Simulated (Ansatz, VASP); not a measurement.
Al in VASP and in Ansatz

INCAR

```
SYSTEM = Al
ALGO = Normal
EDIFF = 1E-6
ENCUT = 500
GGA = PE
GGA_COMPAT = .False.
ISIF = 2
ISMEAR = -1
LASPH = .True.
LCHARG = .False.
LREAL = .False.
LWAVE = .False.
NBANDS = 12
NELM = 120
PREC = Accurate
SIGMA = 0.1
```

KPOINTS

```
k-points
0
Gamma
  9 9 12
  0 0 0
```

File POSCAR:

```
Al
1.0
    4.3926481279      0.0000000000      0.0000000000
   -2.1963240639      3.8041448686      0.0000000000
    0.0000000000      0.0000000000      2.7178316221
Al
3
Direct
    1.0000000000      0.0000000000      0.0000000000
    0.3333333333      0.6666666667      0.5000000000
    0.6666666667      0.3333333333      0.5000000000
```

Input for Ansatz:

```yaml
crystal:
  lattice:
    - [4.3926481279, 0.0, 0.0]
    - [-2.1963240639, 3.8041448686, 0.0]
    - [0.0, 0.0, 2.7178316221]
  atoms:
    - { symbol: Al, position: [1.0, 0.0, 0.0] }
    - { symbol: Al, position: [0.3333333333, 0.6666666667, 0.5] }
    - { symbol: Al, position: [0.6666666667, 0.3333333333, 0.5] }
hamiltonian:
  xc: pbe
  pseudopotentials:
    kind: paw
    azcp:
      Al: "pseudopotentials/Al.paw.azcp"
basis:
  ecutwfc: 420
  fft_grid_basis: typed
kpoints:
  mp_grid: { grid: [9, 9, 12], shift: [0, 0, 0] }
magnetization:
  spin_polarized: false
scf:
  occupations: { method: fermi_dirac, width: 0.1 }
  lower_state_search: "off"
output:
  stress: true
  write_density: true
  write_potential: true
  elf: true
  volumetric_format: npy
```

Alike in both runs: task single point; functional PBE; k mesh 9 × 9 × 12; occupations fermi-dirac, width 0.1 eV; no spin polarisation.

|  | VASP | Ansatz |
| --- | --- | --- |
| version | VASP 6.6.1 | Ansatz 0.2.0 |
| potentials or method | VASP PAW PBE potentials, release 64 (Al), cutoff 500 eV | plane waves (420 eV) with PAW, scalar-relativistic |
| valence electrons in the cell | 9 | 9 |

VASP gave:

| Quantity | Value |
| --- | --- |
| pressure (GPa) | 11.5 |
| traceless stress, the component that is largest in VASP (GPa) | -2.40 |

Q: Estimate Ansatz's values.

A: Pressure (GPa): 11.5; traceless stress, the component that is largest in VASP (GPa): -2.41.
